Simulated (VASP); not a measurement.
# Ir (Fm-3m) in VASP: a series of runs, part 2 of 3

VASP 6.6.1. Earlier steps stand in the parts before.

### 3 Electric field gradients, PBEsol (volume scaled by 1.04)

INCAR reads:

```
SYSTEM = Ir
PREC = Accurate
ENCUT = 400
EDIFF = 1E-8
ISMEAR = -1
SIGMA = 0.05
LREAL = .FALSE.
LASPH = .TRUE.
NELM = 120
ALGO = Normal
ISIF = 2
LWAVE = .FALSE.
LCHARG = .FALSE.
GGA = PS
LEFG = .TRUE.
NBANDS = 10
GGA_COMPAT = .FALSE.
```

KPOINTS reads:

```
regular mesh
0
G
  15 15 15
  0 0 0
```

POSCAR reads:

```
Ir
1.0
    0.0000000000      1.9449621075      1.9449621075
    1.9449621075      0.0000000000      1.9449621075
    1.9449621075      1.9449621075      0.0000000000
Ir
1
Direct
    0.0000000000      0.0000000000      0.0000000000
```

Potentials or basis: VASP PAW PBE potentials, release 64 (Ir).

On the command line:

```bash
cat potpaw_PBE.64/Ir/POTCAR > POTCAR
mpirun -np 1 vasp_std > vasp.out
```

OUTCAR:

```text
SYSTEM = Ir
   PREC = Accurate
   ENCUT = 400
   EDIFF = 1E-8
   ISMEAR = -1
   LREAL = .FALSE.
   LASPH = .TRUE.
   NELM = 120
   ISIF = 2
   GGA = PS

 ion  position               nearest neighbor table
   1  0.000  0.000  0.000-

  LATTYP: Found a face centered cubic cell.
 ALAT       =     3.8899242150

  Lattice vectors:

 A1 = (   0.0000000000,   1.9449621075,   1.9449621075)
 A2 = (   1.9449621075,   0.0000000000,   1.9449621075)
 A3 = (   1.9449621075,   1.9449621075,   0.0000000000)

Analysis of symmetry for initial positions (statically):
=====================================================================
 Subroutine PRICEL returns:
 Original cell was already a primitive cell.

 Routine SETGRP: Setting up the symmetry group for a
 face centered cubic supercell.

 Subroutine GETGRP returns: Found 48 space group operations
 (whereof 48 operations were pure point group operations)
 out of a pool of 48 trial point group operations.

The static configuration has the point symmetry O_h .

Analysis of symmetry for dynamics (positions and initial velocities):
=====================================================================
 Subroutine PRICEL returns:
 Original cell was already a primitive cell.

 Routine SETGRP: Setting up the symmetry group for a
 face centered cubic supercell.

 Subroutine GETGRP returns: Found 48 space group operations
 (whereof 48 operations were pure point group operations)
 out of a pool of 48 trial point group operations.

The dynamic configuration has the point symmetry O_h .

 Subroutine INISYM returns: Found 48 space group operations
 (whereof 48 operations are pure point group operations),
[... 148 lines left out ...]

 k-point     1 :       0.0000    0.0000    0.0000
  band No.  band energies     occupation
      1      -1.1941      2.00000
      2       5.8972      2.00000
      3       5.8972      2.00000
      4       5.8972      2.00000
      5       8.4478      2.00000
      6       8.4478      2.00000
      7      23.9638      0.00000
      8      29.3033      0.00000
      9      29.3033      0.00000
     10      29.3033      0.00000
[... 287 lines left out ...]
 k-point    24 :       0.2000    0.1333    0.0000
  band No.  band energies     occupation
      1       0.3965      2.00000
      2       4.9096      2.00000
      3       6.6414      2.00000
      4       6.7301      2.00000
      5       7.4948      2.00000
      6       8.8886      2.00000
      7      26.4453      0.00000
      8      26.5070      0.00000
      9      29.3833      0.00000
     10      29.9352      0.00000

 [... further k-points ...]
[... 5 lines left out ...]
  --------------------------------------------------------------------------------------
  -------------------------------------------------------------------------------------
  Total       -1.4028262     -1.4028262     -1.4028262     -0.0000000     -0.0000000      0.0000000
  in kB     -152.7393754   -152.7393754   -152.7393754     -0.0000000     -0.0000000      0.0000000
  external PRESSURE =    -152.7393754 kB  Pullay stress =       0.0000000 kB

 VOLUME and BASIS-vectors are now :
 -----------------------------------------------------------------------------
  energy-cutoff  :      400.00
  volume of cell :       14.72
      direct lattice vectors                 reciprocal lattice vectors
     0.000000000  1.944962108  1.944962108    -0.257074417  0.257074417  0.257074417
     1.944962108  0.000000000  1.944962108     0.257074417 -0.257074417  0.257074417
     1.944962108  1.944962108  0.000000000     0.257074417  0.257074417 -0.257074417

 POSITION                                       TOTAL-FORCE (eV/Angst)
 -----------------------------------------------------------------------------------
      0.00000      0.00000      0.00000        -0.000000      0.000000      0.000000
 -----------------------------------------------------------------------------------
    total drift:                                0.000000      0.000000      0.000000

  FREE ENERGIE OF THE ION-ELECTRON SYSTEM (eV)
  ---------------------------------------------------
  free  energy   TOTEN  =        -9.7979450280 eV

  energy  without entropy=       -9.7894430228  energy(sigma->0) =       -9.79369403

 Electric field gradients (V/A^2)
---------------------------------------------------------------------
 ion       V_xx      V_yy      V_zz      V_xy      V_xz      V_yz
---------------------------------------------------------------------
   1      -0.000    -0.000    -0.000     0.000     0.000     0.000
---------------------------------------------------------------------

 Electric field gradients after diagonalization (V/A^2)
 (convention: |V_zz| > |V_xx| > |V_yy|)
----------------------------------------------------------------------
 ion       V_xx      V_yy      V_zz     asymmetry (V_yy - V_xx)/ V_zz
----------------------------------------------------------------------
   1      -0.000    -0.000     0.000       0.000
----------------------------------------------------------------------

           NMR quadrupolar parameters

 Cq : quadrupolar parameter    Cq=e*Q*V_zz/h
 eta: asymmetry parameters     (V_yy - V_xx)/ V_zz
 Q  : nuclear electric quadrupole moment in mb (millibarn)
----------------------------------------------------------------------
 ion       Cq(MHz)       eta       Q (mb)
----------------------------------------------------------------------
   1       0.000       0.000       1.000
----------------------------------------------------------------------
```

OSZICAR:

```text
N       E                     dE             d eps       ncg     rms          rms(c)
DAV:   1     0.328888811039E+02    0.32889E+02   -0.36809E+03  2592   0.646E+02
DAV:   2    -0.979281642587E+01   -0.42682E+02   -0.39025E+02  2466   0.164E+02
DAV:   3    -0.104503433830E+02   -0.65753E+00   -0.65593E+00  2804   0.249E+01
DAV:   4    -0.104557860497E+02   -0.54427E-02   -0.54419E-02  2716   0.209E+00
DAV:   5    -0.104558897472E+02   -0.10370E-03   -0.10370E-03  2742   0.276E-01    0.141E+01
DAV:   6    -0.989423982343E+01    0.56165E+00   -0.10767E+00  2670   0.122E+01    0.535E+00
DAV:   7    -0.980476736998E+01    0.89472E-01   -0.28535E-01  2818   0.572E+00    0.147E+00
DAV:   8    -0.980264068183E+01    0.21267E-02   -0.20543E-03  2564   0.442E-01    0.120E+00
DAV:   9    -0.979795191342E+01    0.46888E-02   -0.23272E-03  2640   0.674E-01    0.289E-02
DAV:  10    -0.979794338199E+01    0.85314E-05   -0.15817E-05  3378   0.432E-02    0.202E-02
DAV:  11    -0.979794497002E+01   -0.15880E-05   -0.10434E-06  2634   0.642E-03    0.176E-03
DAV:  12    -0.979794499267E+01   -0.22646E-07   -0.20147E-08  3122   0.134E-03    0.150E-03
DAV:  13    -0.979794502352E+01   -0.30849E-07   -0.16829E-09  1396   0.351E-04    0.967E-05
DAV:  14    -0.979794502797E+01   -0.44524E-08   -0.13908E-10  1276   0.153E-04
   1 F= -.97979450E+01 E0= -.97936940E+01  d E =-.850201E-02
```

stdout:

```text
POSCAR found type information on POSCAR Ir
 POSCAR found :  1 types and       1 ions
 scaLAPACK will be used
 -----------------------------------------------------------------------------
|                                                                             |
|                                                                             |
|     You enforced a specific xc type in the INCAR file but a different       |
|     I HOPE YOU KNOW WHAT YOU ARE DOING!                                     |
|                                                                             |
 -----------------------------------------------------------------------------

 LDA part: xc-table for (Slater+PW92), standard interpolation
 POSCAR, INCAR and KPOINTS ok, starting setup
 FFT: planning ... GRIDC
 FFT: planning ... GRID_SOFT
 FFT: planning ... GRID
 WAVECAR not read
 entering main loop
ion   1
```

Run time: 11 s. Hardware: 1 thread of AMD EPYC 7R13 (Zen 3), shared host; peak memory 0.1 GiB.

Results:

| Property | Result |
| --- | --- |
| Free energy | -9.7979 eV |
| Pressure | -15.3 GPa |

Levels at points of the mesh, in eV from the Fermi level:
```tsv
k point	band 1	band 2	band 3	band 4	band 5	band 6	band 7	band 8
(0.00, 0.00, 0.00)	-10.81	-3.72	-3.72	-3.72	-1.17	-1.17	14.35	19.69
```

Caveat: without QUAD_EFG the Cq values of the log hold for a quadrupole moment of 1 mb, not for the nuclei; the PAW data sets were made with another functional, which shifts forces and pressure a little; spin-orbit coupling is left out, which moves the levels of the heavy elements.

### 4 Electric field gradients, PBEsol (volume scaled by 1.04)

INCAR reads:

```
PREC     = Accurate       # precision mode
ENCUT    = 400            # plane-wave cutoff, eV
EDIFF    = 1E-8           # SCF threshold, eV
ISMEAR   = -1             # smearing method
SIGMA    = 0.05           # smearing width, eV
LREAL    = F              # projectors in reciprocal space
LASPH    = T              # aspherical terms in the spheres
NELM     = 120            # most SCF steps
ALGO     = Normal         # electronic algorithm
ISIF     = 2              # what is computed and relaxed
LWAVE    = F              # write WAVECAR
LCHARG   = F              # write CHGCAR
GGA      = PS             # functional
LEFG     = T            
NBANDS   = 10             # bands
GGA_COMPAT= F
```

KPOINTS reads:

```
regular mesh
0
Gamma
  15 15 15
```

POSCAR is that of step 3.

Potentials or basis: VASP PAW PBE potentials, release 64 (Ir).

On the command line:

```bash
cat potpaw_PBE.64/Ir/POTCAR > POTCAR
mpirun -np 1 vasp_std > vasp.out
```

OUTCAR:

```text
PREC = Accurate
   ENCUT = 400
   EDIFF = 1E-8
   ISMEAR = -1
   LREAL = F
   LASPH = T
   NELM = 120
   ISIF = 2
   GGA = PS

 ion  position               nearest neighbor table
   1  0.000  0.000  0.000-

  LATTYP: Found a face centered cubic cell.
 ALAT       =     3.8899242150

  Lattice vectors:

 A1 = (   0.0000000000,   1.9449621075,   1.9449621075)
 A2 = (   1.9449621075,   0.0000000000,   1.9449621075)
[... 518 lines left out ...]
    total drift:                                0.000000      0.000000      0.000000

  FREE ENERGIE OF THE ION-ELECTRON SYSTEM (eV)
  ---------------------------------------------------
  free  energy   TOTEN  =        -9.7979450280 eV

  energy  without entropy=       -9.7894430228  energy(sigma->0) =       -9.79369403

 Electric field gradients (V/A^2)
---------------------------------------------------------------------
 ion       V_xx      V_yy      V_zz      V_xy      V_xz      V_yz
---------------------------------------------------------------------
   1      -0.000    -0.000    -0.000     0.000     0.000     0.000
---------------------------------------------------------------------

 Electric field gradients after diagonalization (V/A^2)
 (convention: |V_zz| > |V_xx| > |V_yy|)
----------------------------------------------------------------------
 ion       V_xx      V_yy      V_zz     asymmetry (V_yy - V_xx)/ V_zz
----------------------------------------------------------------------
   1      -0.000    -0.000     0.000       0.000
----------------------------------------------------------------------

           NMR quadrupolar parameters

 Cq : quadrupolar parameter    Cq=e*Q*V_zz/h
 eta: asymmetry parameters     (V_yy - V_xx)/ V_zz
 Q  : nuclear electric quadrupole moment in mb (millibarn)
----------------------------------------------------------------------
 ion       Cq(MHz)       eta       Q (mb)
----------------------------------------------------------------------
   1       0.000       0.000       1.000
----------------------------------------------------------------------
```

OSZICAR:

```text
N       E                     dE             d eps       ncg     rms          rms(c)
DAV:   1     0.328888811039E+02    0.32889E+02   -0.36809E+03  2592   0.646E+02
DAV:   2    -0.979281642587E+01   -0.42682E+02   -0.39025E+02  2466   0.164E+02
DAV:   3    -0.104503433830E+02   -0.65753E+00   -0.65593E+00  2804   0.249E+01
DAV:   4    -0.104557860497E+02   -0.54427E-02   -0.54419E-02  2716   0.209E+00
DAV:   5    -0.104558897472E+02   -0.10370E-03   -0.10370E-03  2742   0.276E-01    0.141E+01
DAV:   6    -0.989423982343E+01    0.56165E+00   -0.10767E+00  2670   0.122E+01    0.535E+00
DAV:   7    -0.980476736998E+01    0.89472E-01   -0.28535E-01  2818   0.572E+00    0.147E+00
DAV:   8    -0.980264068183E+01    0.21267E-02   -0.20543E-03  2564   0.442E-01    0.120E+00
DAV:   9    -0.979795191342E+01    0.46888E-02   -0.23272E-03  2640   0.674E-01    0.289E-02
DAV:  10    -0.979794338199E+01    0.85314E-05   -0.15817E-05  3378   0.432E-02    0.202E-02
DAV:  11    -0.979794497002E+01   -0.15880E-05   -0.10434E-06  2634   0.642E-03    0.176E-03
DAV:  12    -0.979794499267E+01   -0.22646E-07   -0.20147E-08  3122   0.134E-03    0.150E-03
DAV:  13    -0.979794502352E+01   -0.30849E-07   -0.16829E-09  1396   0.351E-04    0.967E-05
DAV:  14    -0.979794502797E+01   -0.44524E-08   -0.13908E-10  1276   0.153E-04
   1 F= -.97979450E+01 E0= -.97936940E+01  d E =-.850201E-02
```

Wall time 11 s (1 thread of AMD EPYC 7R13 (Zen 3), shared host); peak memory 0.1 GiB.

Results:

```yaml
Free_energy: -9.7979 eV
Pressure: -15.3 GPa
```

Levels at points of the mesh, in eV from the Fermi level:
| k point | band 1 | band 2 | band 3 | band 4 | band 5 | band 6 | band 7 | band 8 | band 9 |
| --- | --- | --- | --- | --- | --- | --- | --- | --- | --- |
| (0.00, 0.00, 0.00) | -10.81 | -3.72 | -3.72 | -3.72 | -1.17 | -1.17 | 14.35 | 19.69 | 19.69 |

Caveat: without QUAD_EFG the Cq values of the log hold for a quadrupole moment of 1 mb, not for the nuclei; the PAW data sets were made with another functional, which shifts forces and pressure a little; spin-orbit coupling is left out, which moves the levels of the heavy elements.

(Part 2 of 3 ends here.)
